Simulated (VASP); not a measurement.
# Na (Fm-3m) in VASP: single point with HSE06

Aim: the single point of Na with HSE06.

All numbers are computed with VASP 6.6.1; they aren't measurements. Logs are shortened: lines on timing, memory, paths and dates and some standing lists are left out, and cuts for length are marked.

### Step 1. The cell of the first run

The structure is cubic, space group Fm-3m (No. 225). Conventional cell: a = 5.325 Å, b = 5.325 Å, c = 5.325 Å, α = 90.00°, β = 90.00°, γ = 90.00°. Na (site symmetry m-3m) has 12 Na at 3.77 Å within 4.9 Å.

This isn't the form of Na at room conditions, which is bcc.

### Step 2. Single point, HSE06 (37.75 Å³/atom)

POSCAR reads:

```
Na
1.0
    0.0000000000      2.6625545313      2.6625545313
    2.6625545313      0.0000000000      2.6625545313
    2.6625545313      2.6625545313      0.0000000000
Na
1
Direct
    0.0000000000      0.0000000000      0.0000000000
```

INCAR.step1 reads:

```
SYSTEM = Na
  PREC = Accurate
  ENCUT = 520
  EDIFF = 1E-5
  ISMEAR = 0
  SIGMA = 0.05
  LREAL = .False.
  LASPH = .True.
  NELM = 60
  ALGO = Normal
  ISIF = 2
  LWAVE = .True.
  NBANDS = 10
  GGA = PE
```

INCAR.step2 reads:

```
SYSTEM = Na
  PREC = Accurate
  ENCUT = 520
  EDIFF = 1E-6
  ISMEAR = 0
  SIGMA = 0.05
  LREAL = .False.
  LASPH = .True.
  NELM = 60
  ALGO = Normal
  ISIF = 2
  LWAVE = .False.
  LCHARG = .True.
  GGA = PE
  LHFCALC = .True.
  HFSCREEN = 0.2079
  PRECFOCK = Normal
  LELF = .True.
  LVHAR = .True.
  NBANDS = 10
  ISTART = 1
```

KPOINTS reads:

```
regular mesh
0
Gamma
  8 8 8
  0 0 0
```

Potentials or basis: VASP PAW PBE potentials, release 64 (Na_pv).

Started as:

```console
$ cat potpaw_PBE.64/Na_pv/POTCAR > POTCAR
$ cp INCAR.step1 INCAR
$ mpirun -np 1 vasp_std > vasp.out
$ cp INCAR.step2 INCAR
$ mpirun -np 1 vasp_std > vasp.out
```

OUTCAR:

```text
SYSTEM = Na
   PREC = Accurate
   ENCUT = 520
   EDIFF = 1E-6
   ISMEAR = 0
   LREAL = .False.
   LASPH = .True.
   NELM = 60
   ISIF = 2
   GGA = PE
   LHFCALC = .True.
   HFSCREEN = 0.2079
   PRECFOCK = Normal
   ISTART = 1

 ion  position               nearest neighbor table
   1  0.000  0.000  0.000-

  LATTYP: Found a face centered cubic cell.
 ALAT       =     5.3251090626

  Lattice vectors:

 A1 = (   0.0000000000,   2.6625545313,   2.6625545313)
 A2 = (   2.6625545313,   0.0000000000,   2.6625545313)
 A3 = (   2.6625545313,   2.6625545313,   0.0000000000)

Analysis of symmetry for initial positions (statically):
=====================================================================
 Subroutine PRICEL returns:
 Original cell was already a primitive cell.

 Routine SETGRP: Setting up the symmetry group for a
 face centered cubic supercell.

 Subroutine GETGRP returns: Found 48 space group operations
 (whereof 48 operations were pure point group operations)
 out of a pool of 48 trial point group operations.

The static configuration has the point symmetry O_h .

Analysis of symmetry for dynamics (positions and initial velocities):
=====================================================================
 Subroutine PRICEL returns:
 Original cell was already a primitive cell.

 Routine SETGRP: Setting up the symmetry group for a
 face centered cubic supercell.

 Subroutine GETGRP returns: Found 48 space group operations
 (whereof 48 operations were pure point group operations)
 out of a pool of 48 trial point group operations.

The dynamic configuration has the point symmetry O_h .

 Subroutine INISYM returns: Found 48 space group operations
 (whereof 48 operations are pure point group operations),
 and found     1 'primitive' translations

----------------------------------------------------------------------------------------

                                     Primitive cell

  volume of cell :      37.7507

  direct lattice vectors                    reciprocal lattice vectors
     0.000000000  2.662554531  2.662554531    -0.187789581  0.187789581  0.187789581
     2.662554531  0.000000000  2.662554531     0.187789581 -0.187789581  0.187789581
     2.662554531  2.662554531  0.000000000     0.187789581  0.187789581 -0.187789581

  length of vectors
     3.765420729  3.765420729  3.765420729     0.325261096  0.325261096  0.325261096

  position of ions in fractional coordinates (direct lattice)
[... 91 lines left out ...]
   EFERMI =   0.00;   METHOD = LEGACY
   ISMEAR =     0;   SIGMA  =   0.05  broadening in eV -4-tet -1-fermi 0-gaus
   EFERMI_NEDOS =   21; number of points for ismear=-14 and -15
   IALGO  =     38    algorithm
   IMIX   =      1    mixing-type and parameters
     AMIX     =   0.40;   BMIX     =  1.00
     AMIX_MAG =   1.60;   BMIX_MAG =  1.00
  volume/ion in A,a.u.               =      37.75       254.75
  Fermi-wavevector in a.u.,A,eV,Ry     =   0.933539  1.764132 11.857403  0.871495
  Thomas-Fermi vector in A             =   2.060251
   LORBIT       =      0    0 simple, 1 ext, 2 COOP (PROOUT), +10 PAW based schemes
   GGA     = PE    functional components
   LHFCALC =     T    Hartree Fock is set to
   PRECFOCK=normal    Normal, Fast or Accurate (Low or Medium for compatibility)
   ENCUT4O =  -1.0   cutoff for four orbital integrals eV
   NKREDX  =     1    reduce k-point grid by
   NKREDY  =     1    reduce k-point grid by
   NKREDZ  =     1    reduce k-point grid by
   AEXX    =    0.2500 exact exchange contribution
   HFSCREEN=    0.2079 screening length (either q_TF or 0.3 A-1)
   HFSCREENC=   0.2079 screening length for correlation (either q_TF or 0.3 A-1)
   ENCUTFOCK=  -1.0 apply spherical cutoff to Coloumb kernel
   IVDW    =     0    specifies the selected vdW correction
   LEPSILON=     F    determine dielectric tensor
   LRPA    =     F    only Hartree local field effects (RPA)
 non-spin polarized calculation
 Gauss-broadening in eV      SIGMA  =   0.05
  energy-cutoff  :      520.00
  volume of cell :       37.75
 maximum number of plane-waves:      1036
  NGX = 24; NGY = 24; NGZ = 24

 number of electron       6.9999993 magnetization

 Free energy of the ion-electron system (eV)
  ---------------------------------------------------
  ext. energy  EPLUGINS =         0.00000000
  ---------------------------------------------------
  free energy    TOTEN  =        -1.40436743 eV

  energy without entropy =       -1.40364799  energy(sigma->0) =       -1.40400771

 E-fermi :   0.0679     XC(G=0):  -5.4832

 val. band max:        0.0322675394   @ k =   0.3750   0.3750   0.0000
 cond. band min:       0.3973071850   @ k =   0.5000   0.3750   0.1250
 fundamental gap:      0.3650396455
 Fermi energy:         0.0679362602

 k-point     1 :       0.0000    0.0000    0.0000
  band No.  band energies     occupation
      1     -27.6350      2.00000
      2     -27.6350      2.00000
      3     -27.6350      2.00000
      4      -3.5201      2.00000
      5      11.8563      0.00000
      6      11.8564      0.00000
      7      11.8564      0.00000
      8      12.8785      0.00000
      9      13.4378      0.00000
     10      13.4378      0.00000
[... 287 lines left out ...]
 k-point    24 :      -0.3750    0.2500    0.1250
  band No.  band energies     occupation
      1     -27.6609      2.00000
      2     -27.6466      2.00000
      3     -27.6413      2.00000
      4       1.5886      0.00000
      5       2.1098      0.00000
      6       6.8527      0.00000
      7       7.8525      0.00000
      8      12.4660      0.00000
      9      12.4917      0.00000
     10      17.0518      0.00000

 [... further k-points ...]

------------------------ aborting loop because EDIFF is reached ----------------------------------------

  FORCE on cell =-STRESS in cart. coord.  units (eV):
  Direction    XX          YY          ZZ          XY          YZ          ZX
  --------------------------------------------------------------------------------------
  -------------------------------------------------------------------------------------
  Total       -0.0070078     -0.0070078     -0.0070078      0.0000000      0.0000000      0.0000000
  in kB       -0.2974156     -0.2974156     -0.2974156      0.0000000      0.0000000      0.0000000
  external PRESSURE =      -0.2974156 kB  Pullay stress =       0.0000000 kB

 VOLUME and BASIS-vectors are now :
 -----------------------------------------------------------------------------
  energy-cutoff  :      520.00
  volume of cell :       37.75
      direct lattice vectors                 reciprocal lattice vectors
     0.000000000  2.662554531  2.662554531    -0.187789581  0.187789581  0.187789581
     2.662554531  0.000000000  2.662554531     0.187789581 -0.187789581  0.187789581
     2.662554531  2.662554531  0.000000000     0.187789581  0.187789581 -0.187789581

 POSITION                                       TOTAL-FORCE (eV/Angst)
 -----------------------------------------------------------------------------------
      0.00000      0.00000      0.00000         0.000000      0.000000      0.000000
 -----------------------------------------------------------------------------------
    total drift:                               -0.000002     -0.000002     -0.000002

  FREE ENERGIE OF THE ION-ELECTRON SYSTEM (eV)
  ---------------------------------------------------
  free  energy   TOTEN  =        -1.4043674276 eV

  energy  without entropy=       -1.4036479890  energy(sigma->0) =       -1.40400771
```

OUTCAR.step1:

```text
SYSTEM = Na
   PREC = Accurate
   ENCUT = 520
   EDIFF = 1E-5
   ISMEAR = 0
   LREAL = .False.
   LASPH = .True.
   NELM = 60
[... 528 lines left out ...]
 -----------------------------------------------------------------------------------
      0.00000      0.00000      0.00000         0.000000     -0.000000      0.000000
 -----------------------------------------------------------------------------------
    total drift:                               -0.000000     -0.000000     -0.000000

  FREE ENERGIE OF THE ION-ELECTRON SYSTEM (eV)
  ---------------------------------------------------
  free  energy   TOTEN  =        -1.3099065936 eV

  energy  without entropy=       -1.3091766220  energy(sigma->0) =       -1.30954161
```

Wall time 36 min (1 thread of Intel Xeon 8259CL, shared host); peak memory 0.29 GiB.

Results:

| Property | Result |
| --- | --- |
| Free energy | -1.4044 eV |
| Pressure | 0.0 GPa |
| Band gap on the k mesh | zero (an odd number of electrons rules out a gap without spin polarisation) |

Caveat: the PAW data sets were made with another functional, which shifts forces and pressure a little.

The gap in the log of VASP goes by the Fermi energy; the results here count the filled bands.